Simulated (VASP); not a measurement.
# Ir (P6_3/mmc) in VASP: further runs, part 2 of 2

VASP 6.6.1. Earlier steps stand in the parts before.

## Step 3: Single point, LDA

This run uses another cell than the first one, of 12.62 Å³/atom.

Contents of INCAR:

```
SYSTEM = Ir
ALGO     = Normal         ! electronic algorithm
EDIFF    = 1E-6           ! SCF threshold, eV
ENCUT    = 560            ! plane-wave cutoff, eV
GGA_COMPAT= .False.      
ISIF     = 2              ! what is computed and relaxed
ISMEAR   = 0              ! smearing method
LASPH    = .True.         ! aspherical terms in the spheres
LCHARG   = .False.        ! write CHGCAR
LREAL    = .False.        ! projectors in reciprocal space
LWAVE    = .False.        ! write WAVECAR
NBANDS   = 24             ! bands
NELM     = 120            ! most SCF steps
PREC     = Accurate       ! precision mode
SIGMA    = 0.15           ! smearing width, eV
```

Contents of KPOINTS:

```
k-points
0
Gamma
  18 18 10
  0 0 0
```

Contents of POSCAR:

```
Ir
1.0
    2.5159000000      0.0000000000      0.0000000000
   -1.2579500000      2.1788333134      0.0000000000
    0.0000000000      0.0000000000      4.6056000000
Ir
2
Direct
    0.6666666667      0.3333333333      0.7500000000
    0.3333333333      0.6666666667      0.2500000000
```

Potentials or basis: VASP PAW LDA potentials, release 64 (Ir_sv_GW).

Command:

```
cat potpaw_LDA.64/Ir_sv_GW/POTCAR > POTCAR
mpirun -np 1 vasp_std > vasp.out
```

It took 91 s on 1 thread of AMD EPYC 7R13 (Zen 3), shared host; peak memory 0.2 GiB.

Results (log left out):

```
Free energy            : -20.8060 eV
Pressure               : 57.8 GPa
Band gap on the k mesh : zero (bands 17 and 18 overlap by 4.39 eV)
```

Stress tensor (GPa, compression positive):
```
84.06  0.00  0.00
 0.00 84.06  0.00
 0.00  0.00  5.38
```

Levels at points of the mesh, in eV from the Fermi level:
```csv
k point,band 13,band 14,band 15,band 16,band 17,band 18,band 19,band 20,band 21,band 22
"(0.00, 0.00, 0.00)",-4.41,-3.93,-3.93,-2.06,-1.43,-1.43,0.69,0.69,6.62,14.05
"(0.50, 0.00, 0.00)",-3.95,-3.62,-3.20,0.82,2.10,2.36,3.87,5.56,9.75,9.87
"(0.00, 0.00, 0.50)",-4.34,-4.34,-4.34,-4.34,-0.13,-0.13,-0.13,-0.13,12.55,12.55
"(0.50, 0.00, 0.50)",-1.80,-1.80,-0.95,-0.95,2.24,2.24,2.39,2.39,9.71,9.71
```

Caveat: the stress differs along the axes, from 5 to 84 GPa; spin-orbit coupling is left out, which moves the levels of the heavy elements.

## Step 4: Single point, LDA

This run uses another cell than the first one, of 12.42 Å³/atom.

Contents of INCAR:

```
ALGO = Normal
EDIFF = 1E-6
ENCUT = 560
GGA = CA
GGA_COMPAT = F
ISIF = 2
ISMEAR = 0
LASPH = T
LCHARG = T
LELF = T
LREAL = F
LVHAR = T
LWAVE = F
NBANDS = 24
NELM = 120
PREC = Accurate
SIGMA = 0.15
```

Contents of KPOINTS:

```
k-points
0
Gamma
  18 18 10
```

Contents of POSCAR:

```
Ir
1.0
    2.5790000000      0.0000000000      0.0000000000
   -1.2895000000      2.2334795163      0.0000000000
    0.0000000000      0.0000000000      4.3131000000
Ir
2
Direct
    0.6666666667      0.3333333333      0.7500000000
    0.3333333333      0.6666666667      0.2500000000
```

Potentials or basis: VASP PAW LDA potentials, release 64 (Ir_sv_GW).

Command:

```
cat potpaw_LDA.64/Ir_sv_GW/POTCAR > POTCAR
mpirun -np 1 vasp_std > vasp.out
```

OUTCAR:

```text
EDIFF = 1E-6
   ENCUT = 560
   GGA = CA
   ISIF = 2
   ISMEAR = 0
   LASPH = T
   LREAL = F
   NELM = 120
   PREC = Accurate

 ion  position               nearest neighbor table
   1  0.667  0.333  0.750-   2 2.62   2 2.62   2 2.62   2 2.62   2 2.62   2 2.62
   2  0.333  0.667  0.250-   1 2.62   1 2.62   1 2.62   1 2.62   1 2.62   1 2.62

  LATTYP: Found a hexagonal cell.
 ALAT       =     2.5790000000
 C/A-ratio  =     1.6723924002

  Lattice vectors:

[... 836 lines left out ...]
 [... further k-points ...]

------------------------ aborting loop because EDIFF is reached ----------------------------------------

  FORCE on cell =-STRESS in cart. coord.  units (eV):
  Direction    XX          YY          ZZ          XY          YZ          ZX
  --------------------------------------------------------------------------------------
  -------------------------------------------------------------------------------------
  Total       10.3043150     10.3043150      7.3151331      0.0000000      0.0000000      0.0000000
  in kB      664.5181776    664.5181776    471.7478974      0.0000000      0.0000000      0.0000000
  external PRESSURE =     600.2614175 kB  Pullay stress =       0.0000000 kB

 VOLUME and BASIS-vectors are now :
 -----------------------------------------------------------------------------
  energy-cutoff  :      560.00
  volume of cell :       24.84
      direct lattice vectors                 reciprocal lattice vectors
     2.579000000  0.000000000  0.000000000     0.387747189  0.223865944  0.000000000
    -1.289500000  2.233479516  0.000000000     0.000000000  0.447731888  0.000000000
     0.000000000  0.000000000  4.313100000     0.000000000  0.000000000  0.231851800

 POSITION                                       TOTAL-FORCE (eV/Angst)
 -----------------------------------------------------------------------------------
      1.28950      0.74449      3.23483        -0.000000     -0.000000      0.000000
     -0.00000      1.48899      1.07828         0.000000      0.000000      0.000000
 -----------------------------------------------------------------------------------
    total drift:                               -0.000000      0.000000     -0.000000

  FREE ENERGIE OF THE ION-ELECTRON SYSTEM (eV)
  ---------------------------------------------------
  free  energy   TOTEN  =       -21.1150061155 eV

  energy  without entropy=      -21.0954114211  energy(sigma->0) =      -21.10520877
```

OSZICAR:

```text
N       E                     dE             d eps       ncg     rms          rms(c)
DAV:   1     0.366942465856E+03    0.36694E+03   -0.26356E+04 10968   0.166E+03
DAV:   2    -0.132220115626E+02   -0.38016E+03   -0.36842E+03 12976   0.533E+02
DAV:   3    -0.230095554621E+02   -0.97875E+01   -0.97349E+01 12568   0.855E+01
DAV:   4    -0.230423052900E+02   -0.32750E-01   -0.32745E-01 12152   0.536E+00
DAV:   5    -0.230424174776E+02   -0.11219E-03   -0.11218E-03 12808   0.283E-01    0.111E+02
DAV:   6    -0.213273854765E+02    0.17150E+01   -0.26923E+00 11656   0.130E+01    0.601E+01
DAV:   7    -0.211547137350E+02    0.17267E+00   -0.11080E+00 13120   0.781E+00    0.902E+00
DAV:   8    -0.211158707373E+02    0.38843E-01   -0.14141E-01 11168   0.356E+00    0.995E-01
DAV:   9    -0.211153703726E+02    0.50036E-03   -0.30202E-03 13168   0.424E-01    0.102E+00
DAV:  10    -0.211150091813E+02    0.36119E-03   -0.74574E-04 11288   0.324E-01    0.641E-01
DAV:  11    -0.211150064686E+02    0.27127E-05   -0.10466E-05 12816   0.335E-02    0.169E-01
DAV:  12    -0.211150061155E+02    0.35307E-06   -0.95903E-07  7104   0.883E-03
   1 F= -.21115006E+02 E0= -.21105209E+02  d E =-.195947E-01
```

stdout:

```text
POSCAR found type information on POSCAR Ir
 POSCAR found :  1 types and       2 ions
 scaLAPACK will be used
 LDA part: xc-table for (Slater(with rela. corr.)+CA(PZ))
 , standard interpolation
 POSCAR, INCAR and KPOINTS ok, starting setup
 FFT: planning ... GRIDC
 FFT: planning ... GRID_SOFT
 FFT: planning ... GRID
 WAVECAR not read
 entering main loop
```

It took 50 s on 1 thread of Intel Xeon 6975P-C (Granite Rapids), shared host; peak memory 0.23 GiB.

Results:

- Free energy: -21.1150 eV
- Pressure: 60.0 GPa
- Band gap on the k mesh: zero (bands 17 and 18 overlap by 4.39 eV)

Caveat: the stress differs along the axes, from 47 to 66 GPa; spin-orbit coupling is left out, which moves the levels of the heavy elements.

## Step 5: Summary

| cell | gap on the mesh (eV) | pressure (GPa) |
| --- | --- | --- |
| a = 2.832, b = 2.831, c = 4.386 Å, angles 90.0, 90.0, 120.0°, 2 atoms | none | -28.5 |
| a = 2.516, b = 2.516, c = 4.606 Å, angles 90.0, 90.0, 120.0°, 2 atoms | none | 57.8 |
| a = 2.579, b = 2.579, c = 4.313 Å, angles 90.0, 90.0, 120.0°, 2 atoms | none | 60.0 |

Alike in all rows: task single point; level LDA; potentials or basis VASP PAW LDA potentials, release 64 (Ir_sv_GW); no spin polarisation; k mesh 18 × 18 × 10; cutoff (eV) 560; smearing gaussian 0.15 eV.

Caveats: spin-orbit coupling is left out, which moves the levels of the heavy elements; the stress differs along the axes, from -32 to -21 GPa (at least some runs); the stress differs along the axes, from 5 to 84 GPa (at least some runs); the stress differs along the axes, from 47 to 66 GPa (at least some runs).

Absolute energies hang on the potentials; compare differences alone.
